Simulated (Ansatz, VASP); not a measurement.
## SiSn2Ge3: VASP beside Ansatz

The input INCAR:

```
  PREC = Accurate
  ENCUT = 520
  EDIFF = 1E-6
  ISMEAR = 0
  SIGMA = 0.1
  LREAL = F
  LASPH = T
  NELM = 80
  ALGO = Normal
  ISIF = 2
  LWAVE = F
  LCHARG = F
  GGA = PE
  NBANDS = 46
```

Contents of KPOINTS:

```
regular mesh
0
Gamma
  4 4 4
```

POSCAR

```
SiSn2Ge3
1.0
   -2.8156116200      2.8156116200      4.2227181900
    2.8156116200     -2.8156116200      4.2227181900
    2.8156116200      2.8156116200     -4.2227181900
Si Sn Ge
1 2 3
Direct
    0.0000000000      0.0000000000      0.0000000000
    0.2500000000      0.7500000000      0.5000000000
    0.7500000000      0.2500000000      0.5000000000
    0.7954310400      0.7954310400      0.0000000000
    0.2045689600      0.2045689600      0.0000000000
    0.5000000000      0.5000000000      0.0000000000
```

Input for Ansatz:

```yaml
crystal:
  lattice:
    - [-2.81561162, 2.81561162, 4.22271819]
    - [2.81561162, -2.81561162, 4.22271819]
    - [2.81561162, 2.81561162, -4.22271819]
  atoms:
    - { symbol: Si, position: [0.0, 0.0, 0.0] }
    - { symbol: Sn, position: [0.25, 0.75, 0.5] }
    - { symbol: Sn, position: [0.75, 0.25, 0.5] }
    - { symbol: Ge, position: [0.79543104, 0.79543104, 0.0] }
    - { symbol: Ge, position: [0.20456896, 0.20456896, 0.0] }
    - { symbol: Ge, position: [0.5, 0.5, 0.0] }
basis:
  ecutwfc: 420
kpoints:
  mp_grid: { grid: [4, 4, 4] }
hamiltonian:
  xc: pbe
scf:
  occupations: { method: gaussian, width: 0.1 }
  lower_state_search: "off"
output:
  forces: true
  stress: true
  eigenvalues: true
```

Alike in both runs: task single point; functional PBE; k mesh 4 × 4 × 4; occupations gaussian, width 0.1 eV; no spin polarisation.

|  | VASP | Ansatz |
| --- | --- | --- |
| version | VASP 6.6.1 | Ansatz 0.2.0 |
| potentials or method | VASP PAW PBE potentials, release 64 (Si, Sn_d, Ge_d), cutoff 520 eV | scalar-relativistic, plane waves, PAW |
| valence electrons in the cell | 74 | 74 |

Ansatz gave:

| Item | Value |
| --- | --- |
| gap on the k mesh at the Fermi level (eV) | none |
| rms of the force components (eV/Å) | 6.317 |

Question: Which values does VASP return?

Answer: gap on the k mesh at the Fermi level (eV): none; rms of the force components (eV/Å): 6.465.

Atom by atom the forces differ by 0.148 eV/Å (rms over components). A gap of «none» marks a metal or a gap that the smearing closes.

The k mesh is coarse, so the values compare programs but aren't converged.
